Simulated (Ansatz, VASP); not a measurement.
# One calculation of NiMoIrPdW, two programs

```
Ni Mo Pd Ir W
1.0
     4.14670    0.00000    0.00000
    -2.07335    3.59115    0.00000
     0.00000    0.00000    5.41629
Ni Mo Pd Ir W
1 1 1 1 1
Direct
  0.00000 0.00000 0.02221
  0.66667 0.33333 0.45996
  0.33333 0.66667 0.74601
  0.33333 0.66667 0.25641
  0.66667 0.33333 0.99985
```

Alike in both runs: functional BLYP; k mesh 7 × 7 × 5; occupations fermi-dirac, width 0.05 eV; collinear spin.

|  | VASP | Ansatz |
| --- | --- | --- |
| version | VASP 6.6.1 | Ansatz 0.2.0 |
| potentials or method | VASP PAW PBE potentials, release 64 (Ni, Mo_sv, Pd, Ir, W_sv) | Ansatz PAW |
| plane-wave cutoff (eV) | 520 | 420 |
| valence electrons in the cell | 57 | 81 |
| task | single point | band structure |

|  | VASP | Ansatz | Ansatz less VASP |
| --- | --- | --- | --- |
| gap on the k mesh at the Fermi level (eV) | none | none | - |
| pressure (GPa) | 10.7 | 9.6 | -1.17 |
| traceless stress, the component that is largest in VASP (GPa) | 0.58 | 0.56 | -0.019 |
| rms of the force components (eV/Å) | 0.150 | 0.117 | -0.0328 |
| net moment per atom (μB) | 0.00 | 0.00 | 0.000 |

VASP's potentials were made for PBE, not for BLYP. Atom by atom the forces differ by 0.035 eV/Å (rms over components). A gap of «none» marks a metal or a gap that the smearing closes. With one functional, cell and mesh, what is left measures potentials, basis and numerics. VASP's potentials hold 57 valence electrons a cell and Ansatz's 81, so a difference there can come from the potentials and not from the codes.

Spin-orbit coupling is off throughout.
